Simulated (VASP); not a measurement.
# Zr (P6_3/mmc) in VASP: a series of runs

Runs on Zr. Level: PBE. Tasks: relaxation of cell and atoms, relaxation of shape and atoms at fixed volume.

Program: VASP 6.6.1. These are calculated values, not measurements. Logs are shortened: lines on timing, memory, paths and dates and some standing lists are left out, and cuts for length are marked.

## (1) The cell of the first run

The structure is hexagonal, space group P6_3/mmc (No. 194). The conventional cell has a = 3.233 Å, b = 3.233 Å, c = 5.169 Å, α = 90.00°, β = 90.00°, γ = 120.00°. Zr (site symmetry -6m2) has 12 Zr at 3.19 to 3.23 Å within 4.2 Å.

## (2) Relaxation of cell and atoms, PBE

Contents of INCAR:

```
SYSTEM = Zr
PREC     = Accurate       ! precision mode
ENCUT    = 600            ! plane-wave cutoff, eV
EDIFF    = 1E-6           ! SCF threshold, eV
ISMEAR   = -1             ! smearing method
SIGMA    = 0.15           ! smearing width, eV
LREAL    = .FALSE.        ! projectors in reciprocal space
LASPH    = .TRUE.         ! aspherical terms in the spheres
NELM     = 80             ! most SCF steps
ALGO     = Fast           ! electronic algorithm
ISIF     = 3              ! what is computed and relaxed
LWAVE    = .FALSE.        ! write WAVECAR
LCHARG   = .FALSE.        ! write CHGCAR
GGA      = PE             ! functional
IBRION   = 2              ! ionic algorithm
NSW      = 80             ! ionic steps
EDIFFG   = -0.001         ! ionic threshold
```

Contents of KPOINTS:

```
regular mesh
0
G
  15 15 8
  0 0 0
```

Contents of POSCAR:

```
Zr
1.0
    3.2327898661      0.0000000000      0.0000000000
   -1.6163949330      2.7996781491      0.0000000000
    0.0000000000      0.0000000000      5.1691199182
Zr
2
Direct
    0.3333333333      0.6666666667      0.2500000000
    0.6666666667      0.3333333333      0.7500000000
```

Potentials or basis: VASP PAW PBE potentials, release 64 (Zr_sv).

Command:

```sh
> cat potpaw_PBE.64/Zr_sv/POTCAR > POTCAR
> mpirun -np 1 vasp_std > vasp.out
```

OUTCAR:

```text
SYSTEM = Zr
   PREC = Accurate
   ENCUT = 600
   EDIFF = 1E-6
   ISMEAR = -1
   LREAL = .FALSE.
   LASPH = .TRUE.
   NELM = 80
   ISIF = 3
   GGA = PE
   IBRION = 2
   NSW = 80
   EDIFFG = -0.001

 ion  position               nearest neighbor table
   1  0.333  0.667  0.250-   2 3.19   2 3.19   2 3.19   2 3.19   2 3.19   2 3.19
   2  0.667  0.333  0.750-   1 3.19   1 3.19   1 3.19   1 3.19   1 3.19   1 3.19

  LATTYP: Found a hexagonal cell.
 ALAT       =     3.2327898661
 C/A-ratio  =     1.5989656403

  Lattice vectors:

 A1 = (   3.2327898661,   0.0000000000,   0.0000000000)
 A2 = (  -1.6163949330,   2.7996781491,   0.0000000000)
 A3 = (   0.0000000000,   0.0000000000,   5.1691199182)

Analysis of symmetry for initial positions (statically):
=====================================================================
 Subroutine PRICEL returns:
 Original cell was already a primitive cell.

 Routine SETGRP: Setting up the symmetry group for a
 hexagonal supercell.

 Subroutine GETGRP returns: Found 24 space group operations
 (whereof 12 operations were pure point group operations)
 out of a pool of 24 trial point group operations.

The static configuration has the point symmetry D_3d.
 The point group associated with its full space group is D_6h.

Analysis of symmetry for dynamics (positions and initial velocities):
=====================================================================
 Subroutine PRICEL returns:
 Original cell was already a primitive cell.

 Routine SETGRP: Setting up the symmetry group for a
 hexagonal supercell.

 Subroutine GETGRP returns: Found 24 space group operations
 (whereof 12 operations were pure point group operations)
 out of a pool of 24 trial point group operations.

The dynamic configuration has the point symmetry D_3d.
 The point group associated with its full space group is D_6h.

 Subroutine INISYM returns: Found 24 space group operations
 (whereof 12 operations are pure point group operations),
 and found     1 'primitive' translations

----------------------------------------------------------------------------------------

                                     Primitive cell

  volume of cell :      46.7845

  direct lattice vectors                    reciprocal lattice vectors
     3.232789866  0.000000000  0.000000000     0.309330344  0.178591957  0.000000000
    -1.616394933  2.799678149  0.000000000     0.000000000  0.357183914  0.000000000
     0.000000000  0.000000000  5.169119918     0.000000000  0.000000000  0.193456530

  length of vectors
     3.232789866  3.232789866  5.169119918     0.357183914  0.357183914  0.193456530

  position of ions in fractional coordinates (direct lattice)
     0.333333333  0.666666667  0.250000000
     0.666666667  0.333333333  0.750000000

  ion indices of the primitive-cell ions
   primitive index   ion index
                 1           1
                 2           2

----------------------------------------------------------------------------------------

 KPOINTS: regular mesh

Automatic generation of k-mesh.
 Grid dimensions read from file:
 generate k-points for:   15   15    8

 Generating k-lattice:

  Cartesian coordinates                     Fractional coordinates (reciprocal lattice)
     0.020622023  0.011906130  0.000000000     0.066666667  0.000000000  0.000000000
     0.000000000  0.023812261  0.000000000     0.000000000  0.066666667  0.000000000
     0.000000000  0.000000000  0.024182066     0.000000000  0.000000000  0.125000000

  Length of vectors
     0.023812261  0.023812261  0.024182066

  Shift w.r.t. Gamma in fractional coordinates (k-lattice)
     0.000000000  0.000000000  0.000000000

 Subroutine IBZKPT returns following result:
 ===========================================

 Found    135 irreducible k-points:

 Following reciprocal coordinates:
            Coordinates               Weight
  0.000000  0.000000  0.000000      1.000000
  0.066667  0.000000  0.000000      6.000000
  0.133333  0.000000  0.000000      6.000000
  0.200000  0.000000  0.000000      6.000000
  0.266667  0.000000  0.000000      6.000000
  0.333333  0.000000  0.000000      6.000000
[... 16 lines left out ...]
  0.333333  0.200000  0.000000     12.000000
  0.400000  0.200000  0.000000      6.000000
 [... further k-points ...]
   k-points           NKPTS =    135   k-points in BZ     NKDIM =    135   number of bands    NBANDS=     16
   number of dos      NEDOS =    301   number of ions     NIONS =      2
   total plane-waves  NPLWV =  32928
   dimension x,y,z NGX =    28 NGY =   28 NGZ =   42
   dimension x,y,z NGXF=    56 NGYF=   56 NGZF=   84
   ions per type =               2
   NGX,Y,Z   is equivalent  to a cutoff of  14.40, 14.40, 13.51 a.u.
   NGXF,Y,Z  is equivalent  to a cutoff of  28.80, 28.80, 27.02 a.u.
 SYSTEM =  Zr
   PREC   = accura    normal or accurate (medium, high low for compatibility)
   ISTART =      0    job   : 0-new  1-cont  2-samecut
   ICHARG =      2    charge: 1-file 2-atom 10-const
   ISPIN  =      1    spin polarized calculation?
   LNONCOLLINEAR =      F non collinear calculations
   LSORBIT =      F    spin-orbit coupling
   LASPH  =      T    aspherical Exc in radial PAW
   ENCUT  =  600.0 eV  44.10 Ry    6.64 a.u.   6.46  6.46 10.32*2*pi/ulx,y,z
   NELM   =     80;   NELMIN=  2; NELMDL= -5     # of ELM steps
   EDIFF  = 0.1E-05   stopping-criterion for ELM
   LREAL  =      F    real-space projection
   EDIFFG = -.1E-02   stopping-criterion for IOM
   NSW    =     80    number of steps for IOM
   IBRION =      2    ionic relax: 0-MD 1-quasi-New 2-CG
   NFREE  =      1    steps in history (QN), initial steepest desc. (CG)
   ISIF   =      3    stress and relaxation
   ISYM   =      2    0-nonsym 1-usesym 2-fastsym
   POTIM  = 0.5000    time-step for ionic-motion
   TEBEG  =    0.0;   TEEND  =   0.0 temperature during run
   PSTRESS=    0.0 pullay stress
   NELECT =      24.0000    total number of electrons
   NUPDOWN=      -1.0000    fix difference up-down
   EMIN   =  10.00;   EMAX   =-10.00  energy-range for DOS
   EFERMI =   0.00;   METHOD = LEGACY
   ISMEAR =    -1;   SIGMA  =   0.15  broadening in eV -4-tet -1-fermi 0-gaus
   EFERMI_NEDOS =   21; number of points for ismear=-14 and -15
   IALGO  =     68    algorithm
   IMIX   =      4    mixing-type and parameters
     AMIX     =   0.40;   BMIX     =  1.00
     AMIX_MAG =   1.60;   BMIX_MAG =  1.00
  volume/ion in A,a.u.               =      23.39       157.86
  Fermi-wavevector in a.u.,A,eV,Ry     =   1.310523  2.476529 23.367591  1.717469
  Thomas-Fermi vector in A             =   2.441047
   LORBIT       =      0    0 simple, 1 ext, 2 COOP (PROOUT), +10 PAW based schemes
   GGA     = PE    functional components
   LHFCALC =     F    Hartree Fock is set to
   AEXX    =    0.0000 exact exchange contribution
   IVDW    =     0    specifies the selected vdW correction
   LEPSILON=     F    determine dielectric tensor
   LRPA    =     F    only Hartree local field effects (RPA)
 conjugate gradient relaxation of ions
 non-spin polarized calculation
 RMM-DIIS sequential band-by-band and
  energy-cutoff  :      600.00
  volume of cell :       46.78
 maximum number of plane-waves:      1582
 NGX is ok and might be reduce to    28
   NGX = 13   NGY = 13   NGZ = 21

--------------------------------------- Ionic step        1  -------------------------------------------

 number of electron      24.0000000 magnetization

 Free energy of the ion-electron system (eV)
  ---------------------------------------------------
  ext. energy  EPLUGINS =         0.00000000
  ---------------------------------------------------
  free energy    TOTEN  =       -17.12048309 eV

  energy without entropy =      -16.95126696  energy(sigma->0) =      -17.03587503

------------------------ aborting loop because EDIFF is reached ----------------------------------------

  FORCE on cell =-STRESS in cart. coord.  units (eV):
  Direction    XX          YY          ZZ          XY          YZ          ZX
  --------------------------------------------------------------------------------------
  -------------------------------------------------------------------------------------
  Total        0.0130865      0.0130865      0.1629640      0.0000000      0.0000000     -0.0000000
  in kB        0.4481571      0.4481571      5.5808462      0.0000000      0.0000000     -0.0000000
  external PRESSURE =       2.1590535 kB  Pullay stress =       0.0000000 kB
[... 89 lines left out ...]
  FREE ENERGIE OF THE ION-ELECTRON SYSTEM (eV)
  ---------------------------------------------------
  free  energy   TOTEN  =       -17.1207339280 eV

  energy  without entropy=      -16.9503232474  energy(sigma->0) =      -17.03552859

[... ionic steps 4 to 28 ...]

--------------------------------------- Ionic step       29  -------------------------------------------

 number of electron      24.0000000 magnetization

------------------------ aborting loop because EDIFF is reached ----------------------------------------

  FORCE on cell =-STRESS in cart. coord.  units (eV):
  Direction    XX          YY          ZZ          XY          YZ          ZX
  --------------------------------------------------------------------------------------
  -------------------------------------------------------------------------------------
  Total       -0.0017168     -0.0017168     -0.0023776     -0.0000000     -0.0000000      0.0000000
  in kB       -0.0586704     -0.0586704     -0.0812506     -0.0000000     -0.0000000      0.0000000
  external PRESSURE =      -0.0661971 kB  Pullay stress =       0.0000000 kB
[... 57 lines left out ...]
  energy  without entropy=      -16.9501288812  energy(sigma->0) =      -17.03548009

--------------------------------------- Ionic step       31  -------------------------------------------

 number of electron      24.0000000 magnetization

 Free energy of the ion-electron system (eV)
  ---------------------------------------------------
  ext. energy  EPLUGINS =         0.00000000
  ---------------------------------------------------
  free energy    TOTEN  =       -17.12083081 eV

  energy without entropy =      -16.95015840  energy(sigma->0) =      -17.03549461

 E-fermi :   8.8641     XC(G=0): -11.0506

 val. band max:        8.8511265918   @ k =   0.3333   0.2667   0.5000
 cond. band min:       8.8795925094   @ k =   0.3333   0.3333   0.5000
 fundamental gap:      0.0284659176
 Fermi energy:         8.8641435235

 k-point     1 :       0.0000    0.0000    0.0000
  band No.  band energies     occupation
      1     -39.9198      2.00000
      2     -39.7751      2.00000
      3     -18.4159      2.00000
      4     -17.5744      2.00000
      5     -17.5744      2.00000
      6     -17.4492      2.00000
[... 8 lines left out ...]
     15      10.4614      0.00005
     16      10.4614      0.00005
[... 420 lines left out ...]
  band No.  band energies     occupation
      1     -39.7708      2.00000
      2     -39.7414      2.00000
      3     -18.1982      2.00000
      4     -18.0411      2.00000
      5     -17.9289      2.00000
      6     -17.9101      2.00000
[... 8 lines left out ...]
     15      10.4904      0.00004
     16      13.0690      0.00000

 [... further k-points ...]

------------------------ aborting loop because EDIFF is reached ----------------------------------------

  FORCE on cell =-STRESS in cart. coord.  units (eV):
  Direction    XX          YY          ZZ          XY          YZ          ZX
  --------------------------------------------------------------------------------------
  -------------------------------------------------------------------------------------
  Total       -0.0002933     -0.0002933      0.0002568     -0.0000000      0.0000000      0.0000000
  in kB       -0.0100238     -0.0100238      0.0087777     -0.0000000      0.0000000      0.0000000
  external PRESSURE =      -0.0037566 kB  Pullay stress =       0.0000000 kB
[... 17 lines left out ...]
  FREE ENERGIE OF THE ION-ELECTRON SYSTEM (eV)
  ---------------------------------------------------
  free  energy   TOTEN  =       -17.1208308091 eV

  energy  without entropy=      -16.9501584020  energy(sigma->0) =      -17.03549461

 reached required accuracy - stopping structural energy minimisation
```

It took 16 min on 1 thread of Intel Xeon Platinum 8259CL at 2.50GHz (Skylake/Cascade Lake), shared host; peak memory 0.27 GiB.

What came out:

```
Free energy                            : -17.1208 eV
Relaxed volume                         : 23.44 Å³/atom
Relaxed cell                           : a = 3.229 Å, b = 3.229 Å, c = 5.192 Å, α = 90.00°, β = 90.00°, γ = 120.00°
Space group after relaxing (to 0.05 Å) : P6_3/mmc (No. 194)
Energy gained by relaxing              : 0.2 meV/atom
Ionic steps                            : 31
Pressure after relaxing                : 0.0 GPa
Band gap on the k mesh                 : zero (band 12 reaches 9.80 eV, above the bottom of band 13 at 8.60 eV)
```

The path:
```
step  energy change (eV)  largest force (eV/Å)  pressure (GPa)  volume (Å³)
   1              0.0000                0.0000            0.22        46.78
   2             -0.0002                0.0000           -0.18        47.00
   3             -0.0003                0.0000           -0.14        46.95
   4             -0.0003                0.0000           -0.04        46.89
   5             -0.0003                0.0000           -0.02        46.89
   6             -0.0003                0.0000           -0.01        46.89
   7             -0.0003                0.0000           -0.06        46.92
   8             -0.0003                0.0000           -0.05        46.89
   9             -0.0003                0.0000            0.08        46.86
  10             -0.0003                0.0000           -0.03        46.88
  11             -0.0003                0.0000            0.00        46.88
  12             -0.0003                0.0000            0.01        46.88
  13             -0.0003                0.0000            0.01        46.88
  14             -0.0003                0.0000            0.00        46.88
  15             -0.0003                0.0000            0.00        46.88
  16             -0.0003                0.0000           -0.02        46.89
  17             -0.0003                0.0000            0.00        46.89
  18             -0.0003                0.0000           -0.02        46.89
  19             -0.0003                0.0000           -0.02        46.89
  20             -0.0003                0.0000           -0.03        46.89
  21             -0.0003                0.0000           -0.02        46.89
  22             -0.0003                0.0000           -0.02        46.89
  23             -0.0003                0.0000           -0.02        46.89
  24             -0.0003                0.0000           -0.01        46.88
  25             -0.0003                0.0000            0.01        46.87
  26             -0.0003                0.0000            0.02        46.88
  27             -0.0003                0.0000            0.02        46.88
  28             -0.0003                0.0000            0.00        46.88
  29             -0.0003                0.0000           -0.01        46.88
  30             -0.0003                0.0000           -0.02        46.88
  31             -0.0003                0.0000            0.00        46.88
```

Final structure:
```
Zr
1.0
     3.22892    0.00000    0.00000
    -1.61446    2.79632    0.00000
     0.00000    0.00000    5.19195
Zr
2
Direct
  0.33333 0.66667 0.25000
  0.66667 0.33333 0.75000
```

Levels at points of the mesh, in eV from the Fermi level:
| k point | band 9 | band 10 | band 11 | band 12 | band 13 | band 14 | band 15 | band 16 |
| --- | --- | --- | --- | --- | --- | --- | --- | --- |
| (0.00, 0.00, 0.00) | -5.59 | -2.96 | 0.93 | 0.93 | 0.99 | 1.13 | 1.60 | 1.60 |
| (0.00, 0.00, 0.50) | -3.91 | -3.91 | 0.06 | 0.06 | 0.86 | 0.86 | 0.86 | 0.86 |

[end of part 1 of 2]
